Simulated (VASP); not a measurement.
# Ca (P6_3/mmc) in VASP: a series of runs, part 2 of 2

VASP 6.6.1. The steps go on from the part before.

### Step 3. Single point, r2SCAN (39.47 Å³/atom)

This run uses another cell than the first one, of 39.47 Å³/atom.

The input, POSCAR:

```
Ca
1.0
    3.8113049106      0.0000000000      0.0000000000
   -1.9056524553      3.3006868742      0.0000000000
    0.0000000000      0.0000000000      6.2756811406
Ca
2
Direct
    0.3333333333      0.6666666667      0.2500000000
    0.6666666667      0.3333333333      0.7500000000
```

The input, INCAR.step1:

```
ALGO = Normal
EDIFF = 1E-4
ENCUT = 520
GGA = PE
ISMEAR = 0
LASPH = True
LCHARG = False
LREAL = False
LWAVE = True
NBANDS = 17
NELM = 60
PREC = Accurate
SIGMA = 0.1
```

The input, INCAR.step2:

```
ALGO = Normal
EDIFF = 1E-6
ENCUT = 520
ISIF = 2
ISMEAR = 0
ISTART = 1
LASPH = True
LCHARG = False
LMIXTAU = True
LREAL = False
LWAVE = False
METAGGA = R2SCAN
NBANDS = 17
NELM = 60
PREC = Accurate
SIGMA = 0.1
```

The input, KPOINTS:

```
k-points
0
Gamma
  12 12 8
```

Potentials or basis: VASP PAW PBE potentials, release 64 (Ca_sv).

On the command line:

```bash
$ cat potpaw_PBE.64/Ca_sv/POTCAR > POTCAR
$ cp INCAR.step1 INCAR
$ mpirun -np 1 vasp_std > vasp.out
$ cp INCAR.step2 INCAR
$ mpirun -np 1 vasp_std > vasp.out
```

OUTCAR:

```text
EDIFF = 1E-6
   ENCUT = 520
   ISIF = 2
   ISMEAR = 0
   ISTART = 1
   LASPH = True
   LREAL = False
   METAGGA = R2SCAN
   NELM = 60
   PREC = Accurate

 ion  position               nearest neighbor table
   1  0.333  0.667  0.250-
   2  0.667  0.333  0.750-

  LATTYP: Found a hexagonal cell.
 ALAT       =     3.8113049106
 C/A-ratio  =     1.6465964513

  Lattice vectors:

 A1 = (   3.8113049106,   0.0000000000,   0.0000000000)
 A2 = (  -1.9056524553,   3.3006868742,   0.0000000000)
 A3 = (   0.0000000000,   0.0000000000,   6.2756811406)

Analysis of symmetry for initial positions (statically):
=====================================================================
 Subroutine PRICEL returns:
 Original cell was already a primitive cell.

 Routine SETGRP: Setting up the symmetry group for a
 hexagonal supercell.

 Subroutine GETGRP returns: Found 24 space group operations
 (whereof 12 operations were pure point group operations)
 out of a pool of 24 trial point group operations.

The static configuration has the point symmetry D_3d.
 The point group associated with its full space group is D_6h.

[... 159 lines left out ...]
  energy without entropy =      -13.99463697  energy(sigma->0) =      -13.99962716

 E-fermi :   2.3566     XC(G=0):  -8.4445

 val. band max:        2.3439156492   @ k =   0.3333   0.1667   0.0000
 cond. band min:       2.3787907229   @ k =   0.1667   0.1667   0.0000
 fundamental gap:      0.0348750737
 Fermi energy:         2.3565568583

 k-point     1 :       0.0000    0.0000    0.0000
  band No.  band energies     occupation
      1     -41.3294      2.00000
      2     -41.3103      2.00000
      3     -21.5241      2.00000
      4     -21.3761      2.00000
      5     -21.3760      2.00000
      6     -21.3521      2.00000
[... 457 lines left out ...]
      4     -21.4673      2.00000
      5     -21.4539      2.00000
      6     -21.4070      2.00000
[... 9 lines left out ...]
     16       6.1776      0.00000
     17       6.3062      0.00000

 [... further k-points ...]

------------------------ aborting loop because EDIFF is reached ----------------------------------------

  FORCE on cell =-STRESS in cart. coord.  units (eV):
  Direction    XX          YY          ZZ          XY          YZ          ZX
  --------------------------------------------------------------------------------------
  -------------------------------------------------------------------------------------
  Total        0.9743970      0.9743970      1.0203315      0.0000000      0.0000000      0.0000000
  in kB       19.7745970     19.7745970     20.7067990      0.0000000      0.0000000      0.0000000
  external PRESSURE =      20.0853310 kB  Pullay stress =       0.0000000 kB

 VOLUME and BASIS-vectors are now :
 -----------------------------------------------------------------------------
  energy-cutoff  :      520.00
  volume of cell :       78.95
      direct lattice vectors                 reciprocal lattice vectors
     3.811304911  0.000000000  0.000000000     0.262377328  0.151483621  0.000000000
    -1.905652455  3.300686874  0.000000000     0.000000000  0.302967242  0.000000000
     0.000000000  0.000000000  6.275681141     0.000000000  0.000000000  0.159345253

 POSITION                                       TOTAL-FORCE (eV/Angst)
 -----------------------------------------------------------------------------------
     -0.00000      2.20046      1.56892        -0.000000     -0.000000     -0.000000
      1.90565      1.10023      4.70676         0.000000      0.000000      0.000000
 -----------------------------------------------------------------------------------
    total drift:                               -0.000000      0.000000      0.000000

  FREE ENERGIE OF THE ION-ELECTRON SYSTEM (eV)
  ---------------------------------------------------
  free  energy   TOTEN  =       -14.0046173506 eV

  energy  without entropy=      -13.9946369713  energy(sigma->0) =      -13.99962716
```

OSZICAR.step1:

```text
N       E                     dE             d eps       ncg     rms          rms(c)
DAV:   1     0.173165546649E+03    0.17317E+03   -0.10187E+04  3230   0.108E+03
DAV:   2     0.558596579511E+01   -0.16758E+03   -0.16537E+03  3597   0.318E+02
DAV:   3    -0.355794531813E+01   -0.91439E+01   -0.90626E+01  6277   0.546E+01
DAV:   4    -0.384984804748E+01   -0.29190E+00   -0.29122E+00  3999   0.105E+01
DAV:   5    -0.386376280682E+01   -0.13915E-01   -0.13911E-01  5463   0.145E+00    0.299E+00
DAV:   6    -0.384063141618E+01    0.23131E-01   -0.28018E-02  4109   0.155E+00    0.182E+00
DAV:   7    -0.383349543314E+01    0.71360E-02   -0.36166E-02  4043   0.194E+00    0.136E-01
DAV:   8    -0.383266522653E+01    0.83021E-03   -0.38407E-03  3914   0.531E-01    0.206E-02
DAV:   9    -0.383269855386E+01   -0.33327E-04   -0.31648E-04  3970   0.815E-02
   1 F= -.38326986E+01 E0= -.38280606E+01  d E =-.927595E-02
```

Wall time 5.5 min (1 thread of Intel Xeon Platinum 8259CL at 2.50GHz (Skylake/Cascade Lake), shared host); peak memory 0.27 GiB.

What came out:

* Free energy: -14.0046 eV
* Pressure: 2.0 GPa
* Band gap on the k mesh: zero (bands 10 and 11 overlap by 0.62 eV)

Caveat: the PAW data sets were made with another functional, which shifts forces and pressure a little.

### Step 4. Single point, r2SCAN (40.78 Å³/atom)

This run uses another cell than the first one, of 40.78 Å³/atom.

The input, POSCAR:

```
Ca
1.0
    3.8556821937      0.0000000000      0.0000000000
   -1.9278410969      3.3391187287      0.0000000000
    0.0000000000      0.0000000000      6.3342071196
Ca
2
Direct
    0.3333333333      0.6666666667      0.2500000000
    0.6666666667      0.3333333333      0.7500000000
```

The input, INCAR.step1:

```
ALGO     = Normal         # electronic algorithm
EDIFF    = 1E-4           # SCF threshold, eV
ENCUT    = 520            # plane-wave cutoff, eV
GGA      = PE             # functional
ISMEAR   = 0              # smearing method
LASPH    = True           # aspherical terms in the spheres
LCHARG   = False          # write CHGCAR
LREAL    = False          # projectors in reciprocal space
LWAVE    = True           # write WAVECAR
NBANDS   = 17             # bands
NELM     = 60             # most SCF steps
PREC     = Accurate       # precision mode
SIGMA    = 0.1            # smearing width, eV
```

The input, INCAR.step2:

```
ALGO     = Normal         # electronic algorithm
EDIFF    = 1E-7           # SCF threshold, eV
ENCUT    = 520            # plane-wave cutoff, eV
ISIF     = 2              # what is computed and relaxed
ISMEAR   = 0              # smearing method
ISTART   = 1            
LASPH    = True           # aspherical terms in the spheres
LCHARG   = True           # write CHGCAR
LELF     = True           # ELF
LMIXTAU  = True         
LREAL    = False          # projectors in reciprocal space
LVHAR    = True         
LWAVE    = False          # write WAVECAR
METAGGA  = R2SCAN         # meta-GGA
NBANDS   = 17             # bands
NELM     = 60             # most SCF steps
PREC     = Accurate       # precision mode
SIGMA    = 0.1            # smearing width, eV
```

KPOINTS is that of step 3.

On the command line:

```bash
$ cat potpaw_PBE.64/Ca_sv/POTCAR > POTCAR
$ cp INCAR.step1 INCAR
$ mpirun -np 1 vasp_std > vasp.out
$ cp INCAR.step2 INCAR
$ mpirun -np 1 vasp_std > vasp.out
```

Run time: 7.8 min. Hardware: 1 thread of Intel Xeon Platinum 8259CL at 2.50GHz (Skylake/Cascade Lake), shared host; peak memory 0.28 GiB.

It converged, with:

* Free energy: -14.0322 eV
* Pressure: 1.3 GPa
* Band gap on the k mesh: zero (bands 10 and 11 overlap by 0.65 eV)

Stress tensor (GPa, compression positive):
```
1.24 0.00 0.00
0.00 1.24 0.00
0.00 0.00 1.33
```

Levels at points of the mesh, in eV from the Fermi level:
```
           k point  band 6  band 7  band 8  band 9  band 10  band 11  band 12  band 13  band 14  band 15
(0.00, 0.00, 0.00)  -23.79  -23.79  -23.78   -4.44    -1.07    -0.37     2.63     2.65     2.65     3.00
(0.50, 0.00, 0.00)  -23.85  -23.81  -23.81   -1.18    -0.83     0.22     0.45     1.52     2.16     2.56
(0.00, 0.00, 0.50)  -23.80  -23.80  -23.80   -3.34    -3.34     1.58     1.58     2.64     2.64     2.64
(0.50, 0.00, 0.50)  -23.83  -23.82  -23.82   -0.72    -0.72     0.04     0.04     1.67     1.67     3.28
```

Caveat: the PAW data sets were made with another functional, which shifts forces and pressure a little.

### Step 5. Single point, r2SCAN (42.08 Å³/atom)

This run uses another cell than the first one, of 42.08 Å³/atom.

The input, POSCAR:

```
Ca
1.0
    3.8990860460      0.0000000000      0.0000000000
   -1.9495430230      3.3767075674      0.0000000000
    0.0000000000      0.0000000000      6.3916496474
Ca
2
Direct
    0.3333333333      0.6666666667      0.2500000000
    0.6666666667      0.3333333333      0.7500000000
```

The input, INCAR.step1:

```
SYSTEM = Ca
ALGO = Normal ; EDIFF = 1E-4
ENCUT = 520 ; GGA = PE
ISMEAR = 0 ; LASPH = .True.
LCHARG = .False. ; LREAL = .False.
LWAVE = .True. ; NBANDS = 17
NELM = 80 ; PREC = Accurate
SIGMA = 0.1
```

The input, INCAR.step2:

```
SYSTEM = Ca
ALGO = Normal ; EDIFF = 1E-7
ENCUT = 520 ; ISIF = 2
ISMEAR = 0 ; ISTART = 1
LASPH = .True. ; LCHARG = .True.
LELF = .True. ; LMIXTAU = .True.
LREAL = .False. ; LVHAR = .True.
LWAVE = .False. ; METAGGA = R2SCAN
NBANDS = 17 ; NELM = 80
PREC = Accurate ; SIGMA = 0.1
```

The input, KPOINTS:

```
k-points
0
Gamma
  12 12 8
  0 0 0
```

On the command line:

```bash
$ cat potpaw_PBE.64/Ca_sv/POTCAR > POTCAR
$ cp INCAR.step1 INCAR
$ mpirun -np 1 vasp_std > vasp.out
$ cp INCAR.step2 INCAR
$ mpirun -np 1 vasp_std > vasp.out
```

Run time: 7.1 min. Hardware: 1 thread of Intel Xeon Platinum 8259CL at 2.50GHz (Skylake/Cascade Lake), shared host; peak memory 0.28 GiB.

The run converged. Its results:

| Item | Value |
| --- | --- |
| Free energy | -14.0484 eV |
| Pressure | 0.6 GPa |
| Band gap on the k mesh | zero (bands 10 and 11 overlap by 0.68 eV) |

Stress tensor (GPa, compression positive):
```
0.59 0.00 0.00
0.00 0.59 0.00
0.00 0.00 0.68
```

Levels at points of the mesh, in eV from the Fermi level:
| k point | band 6 | band 7 | band 8 | band 9 | band 10 | band 11 | band 12 | band 13 | band 14 | band 15 |
| --- | --- | --- | --- | --- | --- | --- | --- | --- | --- | --- |
| (0.00, 0.00, 0.00) | -23.86 | -23.86 | -23.85 | -4.37 | -1.04 | -0.38 | 2.60 | 2.61 | 2.61 | 2.95 |
| (0.50, 0.00, 0.00) | -23.92 | -23.89 | -23.88 | -1.17 | -0.84 | 0.26 | 0.47 | 1.49 | 2.12 | 2.52 |
| (0.00, 0.00, 0.50) | -23.87 | -23.87 | -23.87 | -3.30 | -3.30 | 1.58 | 1.58 | 2.60 | 2.60 | 2.60 |
| (0.50, 0.00, 0.50) | -23.90 | -23.89 | -23.89 | -0.69 | -0.69 | 0.01 | 0.01 | 1.66 | 1.66 | 3.22 |

Caveat: the PAW data sets were made with another functional, which shifts forces and pressure a little.

### Step 6. Summary

```csv
cell,gap on the mesh (eV),pressure (GPa)
"a = 3.766, b = 3.766, c = 6.216 Å, angles 90.0, 90.0, 120.0°, 2 atoms",none,2.8
"a = 3.811, b = 3.811, c = 6.276 Å, angles 90.0, 90.0, 120.0°, 2 atoms",none,2.0
"a = 3.856, b = 3.856, c = 6.334 Å, angles 90.0, 90.0, 120.0°, 2 atoms",none,1.3
"a = 3.899, b = 3.899, c = 6.392 Å, angles 90.0, 90.0, 120.0°, 2 atoms",none,0.6
```

Alike in all rows: task single point; level r2SCAN; potentials or basis VASP PAW PBE potentials, release 64 (Ca_sv); no spin polarisation; k mesh 12 × 12 × 8; cutoff (eV) 520; smearing gaussian 0.1 eV.

Caveats: the PAW data sets were made with another functional, which shifts forces and pressure a little.

Absolute energies hang on the potentials; compare differences alone.
